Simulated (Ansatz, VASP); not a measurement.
## One calculation of C, two programs

```
C
1.0
     2.50320    0.00000    0.00000
    -1.25160    2.16783    0.00000
     0.00000    0.00000    4.16887
C
4
Direct
  0.33333 0.66667 0.00023
  0.66667 0.33333 0.50023
  0.33333 0.66667 0.37477
  0.66667 0.33333 0.87477
```

Alike in both runs: task single point; functional r2SCAN; k mesh 12 × 12 × 6; no spin polarisation.

```csv
,VASP,Ansatz
version,VASP 6.6.1,Ansatz 0.2.0
potentials or method,"VASP PAW PBE potentials, release 64 (C)","plane waves, PAW"
plane-wave cutoff (eV),520,500
occupations,"gaussian, width 0.01 eV",fixed
valence electrons in the cell,16,16
```

```tsv
	VASP	Ansatz	Ansatz less VASP
gap on the k mesh at the Fermi level (eV)	3.56	3.60	+0.036
pressure (GPa)	1.0	0.0	-1.01
traceless stress, the component that is largest in VASP (GPa)	-0.05	-0.01	+0.046
rms of the force components (eV/Å)	0.006	0.001	-0.0051
```

VASP's potentials were made for PBE, not for r2SCAN. Atom by atom the forces differ by 0.005 eV/Å (rms over components).
